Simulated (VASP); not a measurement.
# MgO (P6_3/mmc) in VASP: a series of runs

MgO is run at these levels: HSE06, PBE-based screened hybrid with 50 % exact exchange; tasks: single point.

All numbers are computed with VASP 6.6.1; they aren't measurements. Logs are shortened: lines on timing, memory, paths and dates and some standing lists are left out, and cuts for length are marked.

## 1. The cell of the first run

The structure is hexagonal, space group P6_3/mmc (No. 194). Conventional cell: a = 2.923 Å, b = 2.923 Å, c = 5.092 Å, α = 90.00°, β = 90.00°, γ = 120.00°. Within 2.8 Å of Mg (site symmetry -3m) lie 6 O at 2.11 Å and 2 Mg at 2.55 Å. O (site symmetry -6m2) has 6 Mg at 2.11 Å within 2.8 Å.

## 2. Single point, HSE06

POSCAR

```
MgO
1.0
    2.9230552965      0.0000000000      0.0000000000
   -1.4615276482      2.5314401434      0.0000000000
    0.0000000000      0.0000000000      5.0921016473
Mg O
2 2
Direct
    0.0000000000      0.0000000000      0.0000000000
    0.0000000000      0.0000000000      0.5000000000
    0.3333333333      0.6666666667      0.2500000000
    0.6666666667      0.3333333333      0.7500000000
```

INCAR.step1

```
SYSTEM = MgO
PREC = Accurate ; ENCUT = 520
EDIFF = 1E-5 ; ISMEAR = 0
SIGMA = 0.01 ; LREAL = .False.
LASPH = .True. ; NELM = 100
ALGO = Normal ; ISIF = 2
LWAVE = .True. ; LCHARG = .False.
GGA = PE ; NBANDS = 16
```

INCAR.step2

```
SYSTEM = MgO
PREC = Accurate ; ENCUT = 520
EDIFF = 1E-6 ; ISMEAR = 0
SIGMA = 0.01 ; LREAL = .False.
LASPH = .True. ; NELM = 100
ALGO = Normal ; ISIF = 2
LWAVE = .False. ; LCHARG = .False.
GGA = PE ; LHFCALC = .True.
HFSCREEN = 0.2079 ; PRECFOCK = Normal
ISTART = 1 ; NBANDS = 16
```

KPOINTS

```
Automatic mesh
0
Gamma
  6 6 2
  0 0 0
```

Potentials or basis: VASP PAW PBE potentials, release 64 (Mg, O).

The run is started by

```console
$ cat potpaw_PBE.64/Mg/POTCAR potpaw_PBE.64/O/POTCAR > POTCAR
$ cp INCAR.step1 INCAR
$ mpirun -np 1 vasp_std > vasp.out
$ cp INCAR.step2 INCAR
$ mpirun -np 1 vasp_std > vasp.out
```

OUTCAR:

```text
SYSTEM = MgO
   PREC = Accurate
   ENCUT = 520
   EDIFF = 1E-6
   ISMEAR = 0
   LREAL = .False.
   LASPH = .True.
   NELM = 100
   ISIF = 2
   GGA = PE
   LHFCALC = .True.
   HFSCREEN = 0.2079
   PRECFOCK = Normal
   ISTART = 1

 ion  position               nearest neighbor table
   1  0.000  0.000  0.000-   3 2.11   4 2.11   3 2.11   4 2.11   4 2.11   3 2.11   2 2.55   2 2.55

   2  0.000  0.000  0.500-   3 2.11   4 2.11   3 2.11   4 2.11   4 2.11   3 2.11   1 2.55   1 2.55

   3  0.333  0.667  0.250-   1 2.11   2 2.11   1 2.11   2 2.11   1 2.11   2 2.11
   4  0.667  0.333  0.750-   1 2.11   2 2.11   1 2.11   2 2.11   1 2.11   2 2.11

  LATTYP: Found a hexagonal cell.
 ALAT       =     2.9230552965
 C/A-ratio  =     1.7420476627

  Lattice vectors:

 A1 = (   2.9230552965,   0.0000000000,   0.0000000000)
 A2 = (  -1.4615276482,   2.5314401434,   0.0000000000)
 A3 = (   0.0000000000,   0.0000000000,   5.0921016473)

Analysis of symmetry for initial positions (statically):
=====================================================================
 Subroutine PRICEL returns:
 Original cell was already a primitive cell.

 Routine SETGRP: Setting up the symmetry group for a
 hexagonal supercell.

 Subroutine GETGRP returns: Found 24 space group operations
 (whereof 12 operations were pure point group operations)
 out of a pool of 24 trial point group operations.

The static configuration has the point symmetry D_3d.
 The point group associated with its full space group is D_6h.

Analysis of symmetry for dynamics (positions and initial velocities):
=====================================================================
 Subroutine PRICEL returns:
 Original cell was already a primitive cell.

 Routine SETGRP: Setting up the symmetry group for a
 hexagonal supercell.

 Subroutine GETGRP returns: Found 24 space group operations
 (whereof 12 operations were pure point group operations)
 out of a pool of 24 trial point group operations.

The dynamic configuration has the point symmetry D_3d.
 The point group associated with its full space group is D_6h.

 Subroutine INISYM returns: Found 24 space group operations
 (whereof 12 operations are pure point group operations),
 and found     1 'primitive' translations

----------------------------------------------------------------------------------------

                                     Primitive cell

  volume of cell :      37.6792

  direct lattice vectors                    reciprocal lattice vectors
     2.923055296  0.000000000  0.000000000     0.342107794  0.197516027  0.000000000
    -1.461527648  2.531440143  0.000000000     0.000000000  0.395032054  0.000000000
     0.000000000  0.000000000  5.092101647     0.000000000  0.000000000  0.196382568

  length of vectors
     2.923055296  2.923055296  5.092101647     0.395032054  0.395032054  0.196382568

  position of ions in fractional coordinates (direct lattice)
     0.000000000  0.000000000  0.000000000
     0.000000000  0.000000000  0.500000000
     0.333333333  0.666666667  0.250000000
     0.666666667  0.333333333  0.750000000

  ion indices of the primitive-cell ions
   primitive index   ion index
                 1           1
                 2           2
                 3           3
                 4           4

----------------------------------------------------------------------------------------

 KPOINTS: Automatic mesh

Automatic generation of k-mesh.
 Grid dimensions read from file:
 generate k-points for:    6    6    2

 Generating k-lattice:

  Cartesian coordinates                     Fractional coordinates (reciprocal lattice)
     0.057017966  0.032919338  0.000000000     0.166666667  0.000000000  0.000000000
     0.000000000  0.065838676  0.000000000     0.000000000  0.166666667  0.000000000
     0.000000000  0.000000000  0.098191284     0.000000000  0.000000000  0.500000000

  Length of vectors
     0.065838676  0.065838676  0.098191284

  Shift w.r.t. Gamma in fractional coordinates (k-lattice)
     0.000000000  0.000000000  0.000000000

 Subroutine IBZKPT returns following result:
 ===========================================

 Found     14 irreducible k-points:

 Following reciprocal coordinates:
            Coordinates               Weight
  0.000000  0.000000  0.000000      1.000000
  0.166667  0.000000  0.000000      6.000000
  0.333333  0.000000  0.000000      6.000000
  0.500000  0.000000  0.000000      3.000000
  0.166667  0.166667  0.000000      6.000000
  0.333333  0.166667  0.000000     12.000000
  0.333333  0.333333  0.000000      2.000000
  0.000000  0.000000  0.500000      1.000000
  0.166667  0.000000  0.500000      6.000000
  0.333333  0.000000  0.500000      6.000000
  0.500000  0.000000  0.500000      3.000000
  0.166667  0.166667  0.500000      6.000000
  0.333333  0.166667  0.500000     12.000000
  0.333333  0.333333  0.500000      2.000000
   k-points           NKPTS =     14   k-points in BZ     NKDIM =     72   number of bands    NBANDS=     16
   number of dos      NEDOS =    301   number of ions     NIONS =      4
   total plane-waves  NPLWV =  23040
   dimension x,y,z NGX =    24 NGY =   24 NGZ =   40
   dimension x,y,z NGXF=    48 NGYF=   48 NGZF=   80
   ions per type =               2   2
   NGX,Y,Z   is equivalent  to a cutoff of  13.65, 13.65, 13.06 a.u.
   NGXF,Y,Z  is equivalent  to a cutoff of  27.30, 27.30, 26.12 a.u.
 SYSTEM =  MgO
   PREC   = accura    normal or accurate (medium, high low for compatibility)
   ISTART =      1    job   : 0-new  1-cont  2-samecut
   ICHARG =      0    charge: 1-file 2-atom 10-const
   ISPIN  =      1    spin polarized calculation?
   LNONCOLLINEAR =      F non collinear calculations
   LSORBIT =      F    spin-orbit coupling
   LASPH  =      T    aspherical Exc in radial PAW
   ENCUT  =  520.0 eV  38.22 Ry    6.18 a.u.   5.43  5.43  9.47*2*pi/ulx,y,z
   NELM   =    100;   NELMIN=  2; NELMDL=  0     # of ELM steps
   EDIFF  = 0.1E-05   stopping-criterion for ELM
   LREAL  =      F    real-space projection
   EDIFFG = 0.1E-04   stopping-criterion for IOM
   NSW    =      0    number of steps for IOM
   IBRION =     -1    ionic relax: 0-MD 1-quasi-New 2-CG
   NFREE  =      0    steps in history (QN), initial steepest desc. (CG)
   ISIF   =      2    stress and relaxation
   ISYM   =      3    0-nonsym 1-usesym 2-fastsym
   POTIM  = 0.5000    time-step for ionic-motion
   TEBEG  =    0.0;   TEEND  =   0.0 temperature during run
   PSTRESS=    0.0 pullay stress
   NELECT =      16.0000    total number of electrons
   NUPDOWN=      -1.0000    fix difference up-down
   EMIN   =  10.00;   EMAX   =-10.00  energy-range for DOS
   EFERMI =   0.00;   METHOD = LEGACY
   ISMEAR =     0;   SIGMA  =   0.01  broadening in eV -4-tet -1-fermi 0-gaus
   EFERMI_NEDOS =   21; number of points for ismear=-14 and -15
   IALGO  =     38    algorithm
   IMIX   =      1    mixing-type and parameters
     AMIX     =   0.40;   BMIX     =  1.00
     AMIX_MAG =   1.60;   BMIX_MAG =  1.00
  volume/ion in A,a.u.               =       9.42        63.57
  Fermi-wavevector in a.u.,A,eV,Ry     =   1.230498  2.325304 20.600925  1.514125
  Thomas-Fermi vector in A             =   2.365344
   LORBIT       =      0    0 simple, 1 ext, 2 COOP (PROOUT), +10 PAW based schemes
   GGA     = PE    functional components
   LHFCALC =     T    Hartree Fock is set to
   PRECFOCK=normal    Normal, Fast or Accurate (Low or Medium for compatibility)
   ENCUT4O =  -1.0   cutoff for four orbital integrals eV
   NKREDX  =     1    reduce k-point grid by
   NKREDY  =     1    reduce k-point grid by
   NKREDZ  =     1    reduce k-point grid by
   AEXX    =    0.2500 exact exchange contribution
   HFSCREEN=    0.2079 screening length (either q_TF or 0.3 A-1)
   HFSCREENC=   0.2079 screening length for correlation (either q_TF or 0.3 A-1)
   ENCUTFOCK=  -1.0 apply spherical cutoff to Coloumb kernel
   IVDW    =     0    specifies the selected vdW correction
   LEPSILON=     F    determine dielectric tensor
   LRPA    =     F    only Hartree local field effects (RPA)
 non-spin polarized calculation
 Gauss-broadening in eV      SIGMA  =   0.01
  energy-cutoff  :      520.00
  volume of cell :       37.68
 maximum number of plane-waves:      1039
 NGX is ok and might be reduce to    24
  NGX = 18; NGY = 18; NGZ = 30

 number of electron      15.9999995 magnetization

 Free energy of the ion-electron system (eV)
  ---------------------------------------------------
  ext. energy  EPLUGINS =         0.00000000
  ---------------------------------------------------
  free energy    TOTEN  =       -27.79460268 eV

  energy without entropy =      -27.79460268  energy(sigma->0) =      -27.79460268

 E-fermi :   2.1658     XC(G=0):  -9.0538

 val. band max:        2.0550109968   @ k =   0.0000   0.0000   0.0000
 cond. band min:       8.2175551980   @ k =   0.0000   0.0000   0.0000
 fundamental gap:      6.1625442012
 Fermi energy:         2.1657644595

 k-point     1 :       0.0000    0.0000    0.0000
  band No.  band energies     occupation
      1     -16.8833      2.00000
      2     -15.7265      2.00000
      3      -3.1925      2.00000
      4       1.4860      2.00000
      5       1.4860      2.00000
      6       1.5486      2.00000
[... 8 lines left out ...]
     15      21.4007      0.00000
     16      21.4007      0.00000

 k-point     2 :       0.1667    0.0000    0.0000
  band No.  band energies     occupation
      1     -16.6044      2.00000
      2     -15.5915      2.00000
      3      -2.7633      2.00000
      4       0.3634      2.00000
      5       0.7092      2.00000
      6       1.2750      2.00000
[... 8 lines left out ...]
     15      21.5071      0.00000
     16      21.7467      0.00000

 k-point     3 :       0.3333    0.0000    0.0000
  band No.  band energies     occupation
      1     -15.9529      2.00000
      2     -15.3371      2.00000
      3      -1.7161      2.00000
      4      -1.6725      2.00000
      5      -1.0249      2.00000
      6       0.8854      2.00000
[... 8 lines left out ...]
     15      20.6338      0.00000
     16      22.9799      0.00000
[... 172 lines left out ...]
 k-point    13 :       0.3333    0.1667    0.5000
  band No.  band energies     occupation
      1     -15.3969      2.00000
      2     -15.3969      2.00000
      3      -2.2291      2.00000
      4      -2.2291      2.00000
      5      -0.0615      2.00000
      6      -0.0615      2.00000
[... 8 lines left out ...]
     15      20.4031      0.00000
     16      20.4031      0.00000

 k-point    14 :       0.3333    0.3333    0.5000
  band No.  band energies     occupation
      1     -15.2660      2.00000
      2     -15.2660      2.00000
      3      -1.7430      2.00000
      4      -1.7430      2.00000
      5      -1.1664      2.00000
      6      -1.1664      2.00000
[... 8 lines left out ...]
     15      19.9623      0.00000
     16      19.9623      0.00000

------------------------ aborting loop because EDIFF is reached ----------------------------------------

  FORCE on cell =-STRESS in cart. coord.  units (eV):
  Direction    XX          YY          ZZ          XY          YZ          ZX
  --------------------------------------------------------------------------------------
  -------------------------------------------------------------------------------------
  Total       -0.1429125     -0.1429125     -0.1615542     -0.0000000     -0.0000000      0.0000000
  in kB       -6.0768574     -6.0768574     -6.8695288     -0.0000000     -0.0000000      0.0000000
  external PRESSURE =      -6.3410812 kB  Pullay stress =       0.0000000 kB

 VOLUME and BASIS-vectors are now :
 -----------------------------------------------------------------------------
  energy-cutoff  :      520.00
  volume of cell :       37.68
      direct lattice vectors                 reciprocal lattice vectors
     2.923055296  0.000000000  0.000000000     0.342107794  0.197516027  0.000000000
    -1.461527648  2.531440143  0.000000000     0.000000000  0.395032054  0.000000000
     0.000000000  0.000000000  5.092101647     0.000000000  0.000000000  0.196382568

 POSITION                                       TOTAL-FORCE (eV/Angst)
 -----------------------------------------------------------------------------------
      0.00000      0.00000      0.00000         0.000000      0.000000     -0.000000
      0.00000      0.00000      2.54605         0.000000      0.000000     -0.000000
     -0.00000      1.68763      1.27303        -0.000000      0.000000      0.000000
      1.46153      0.84381      3.81908         0.000000     -0.000000      0.000000
 -----------------------------------------------------------------------------------
    total drift:                               -0.000001      0.000003     -0.000245

  FREE ENERGIE OF THE ION-ELECTRON SYSTEM (eV)
  ---------------------------------------------------
  free  energy   TOTEN  =       -27.7946026819 eV

  energy  without entropy=      -27.7946026819  energy(sigma->0) =      -27.79460268
```

It took 14 min on 1 thread of Intel Xeon Platinum 8259CL at 2.50GHz (Skylake/Cascade Lake), shared host; peak memory 0.27 GiB.

Results:

```
Free energy            : -27.7946 eV
Pressure               : -0.6 GPa
Band gap on the k mesh : 6.16 eV
```

Levels at points of the mesh, in eV from the valence-band top:
```tsv
k point	band 5	band 6	band 7	band 8	band 9	band 10	band 11	band 12
(0.00, 0.00, 0.00)	-0.57	-0.51	0.00	0.00	6.16	9.93	14.00	14.90
(0.50, 0.00, 0.00)	-2.82	-1.66	-1.35	-0.79	10.29	11.36	12.23	13.89
(0.00, 0.00, 0.50)	-0.29	-0.29	-0.29	-0.29	8.72	8.72	13.93	13.93
(0.50, 0.00, 0.50)	-1.63	-1.63	-1.08	-1.08	10.52	10.52	12.75	12.75
```

Caveat: the k points lie up to 0.62 Å⁻¹ apart; the PAW data sets were made with another functional, which shifts forces and pressure a little.

## 3. Single point, PBE-based screened hybrid with 50 % exact exchange

POSCAR is that of step 2.

INCAR.step1

```
ALGO = Normal
EDIFF = 1E-5
ENCUT = 520
GGA = PE
ISIF = 2
ISMEAR = 0
LASPH = T
LCHARG = F
LREAL = F
LWAVE = T
NBANDS = 16
NELM = 80
PREC = Accurate
SIGMA = 0.01
```

INCAR.step2

```
AEXX = 0.5
ALGO = Normal
EDIFF = 1E-6
ENCUT = 520
GGA = PE
HFSCREEN = 0.3
ISIF = 2
ISMEAR = 0
ISTART = 1
LASPH = T
LCHARG = F
LHFCALC = T
LREAL = F
LWAVE = F
NBANDS = 16
NELM = 80
PREC = Accurate
PRECFOCK = Normal
SIGMA = 0.01
```

KPOINTS

```
k-points
0
Gamma
  6 6 2
```

Potentials or basis: VASP PAW PBE potentials, release 64 (Mg, O).

The run is started by

```console
$ cat potpaw_PBE.64/Mg/POTCAR potpaw_PBE.64/O/POTCAR > POTCAR
$ cp INCAR.step1 INCAR
$ mpirun -np 1 vasp_std > vasp.out
$ cp INCAR.step2 INCAR
$ mpirun -np 1 vasp_std > vasp.out
```

Wall time 16 min (1 thread of Intel Xeon Platinum 8259CL at 2.50GHz (Skylake/Cascade Lake), shared host); peak memory 0.27 GiB.

Results (log left out):

- Free energy: -31.5342 eV
- Pressure: -5.6 GPa
- Band gap on the k mesh: 7.44 eV

Stress tensor (GPa, compression positive):
```
-5.31  0.00  0.00
 0.00 -5.31  0.00
 0.00  0.00 -6.06
```

Levels at points of the mesh, in eV from the valence-band top:
```csv
k point,band 6,band 7,band 8,band 9,band 10,band 11
"(0.00, 0.00, 0.00)",-0.50,0.00,0.00,7.44,11.25,15.66
"(0.50, 0.00, 0.00)",-1.69,-1.43,-0.83,11.63,12.66,13.60
"(0.00, 0.00, 0.50)",-0.31,-0.31,-0.31,10.06,10.06,15.39
"(0.50, 0.00, 0.50)",-1.68,-1.14,-1.14,11.86,11.86,14.09
```

Caveat: the k points lie up to 0.62 Å⁻¹ apart; the PAW data sets were made with another functional, which shifts forces and pressure a little.

## 4. Single point, HSE06

POSCAR is that of step 3.

INCAR.step1

```
PREC     = Accurate       # precision mode
ENCUT    = 520            # plane-wave cutoff, eV
EDIFF    = 1E-5           # SCF threshold, eV
ISMEAR   = 0              # smearing method
SIGMA    = 0.01           # smearing width, eV
LREAL    = False          # projectors in reciprocal space
LASPH    = True           # aspherical terms in the spheres
NELM     = 60             # most SCF steps
ALGO     = Normal         # electronic algorithm
ISIF     = 2              # what is computed and relaxed
LWAVE    = True           # write WAVECAR
LCHARG   = False          # write CHGCAR
NBANDS   = 16             # bands
GGA      = PE             # functional
```

INCAR.step2

```
PREC     = Accurate       # precision mode
ENCUT    = 520            # plane-wave cutoff, eV
EDIFF    = 1E-6           # SCF threshold, eV
ISMEAR   = 0              # smearing method
SIGMA    = 0.01           # smearing width, eV
LREAL    = False          # projectors in reciprocal space
LASPH    = True           # aspherical terms in the spheres
NELM     = 60             # most SCF steps
ALGO     = Normal         # electronic algorithm
ISIF     = 2              # what is computed and relaxed
LWAVE    = False          # write WAVECAR
LCHARG   = False          # write CHGCAR
GGA      = PE             # functional
LHFCALC  = True           # exact exchange
HFSCREEN = 0.2079         # screening, 1/A
PRECFOCK = Normal       
NBANDS   = 16             # bands
ISTART   = 1
```

KPOINTS

```
Automatic mesh
0
Gamma
  6 6 2
```

The run is started by

```console
$ cat potpaw_PBE.64/Mg/POTCAR potpaw_PBE.64/O/POTCAR > POTCAR
$ cp INCAR.step1 INCAR
$ mpirun -np 1 vasp_std > vasp.out
$ cp INCAR.step2 INCAR
$ mpirun -np 1 vasp_std > vasp.out
```

It took 14 min on 1 thread of Intel Xeon Platinum 8259CL at 2.50GHz (Skylake/Cascade Lake), shared host; peak memory 0.27 GiB.

It converged, with:

```yaml
Free_energy: -27.7946 eV
Pressure: -0.6 GPa
Band_gap_on_the_k_mesh: 6.16 eV
```

Stress tensor (GPa, compression positive):
```
-0.61  0.00  0.00
 0.00 -0.61  0.00
 0.00  0.00 -0.69
```

Levels at points of the mesh, in eV from the valence-band top:
| k point | band 6 | band 7 | band 8 | band 9 | band 10 | band 11 |
| --- | --- | --- | --- | --- | --- | --- |
| (0.00, 0.00, 0.00) | -0.51 | 0.00 | 0.00 | 6.16 | 9.93 | 14.00 |
| (0.50, 0.00, 0.00) | -1.66 | -1.35 | -0.79 | 10.29 | 11.36 | 12.23 |
| (0.00, 0.00, 0.50) | -0.29 | -0.29 | -0.29 | 8.72 | 8.72 | 13.93 |
| (0.50, 0.00, 0.50) | -1.63 | -1.08 | -1.08 | 10.52 | 10.52 | 12.75 |

Caveat: the k points lie up to 0.62 Å⁻¹ apart; the PAW data sets were made with another functional, which shifts forces and pressure a little.
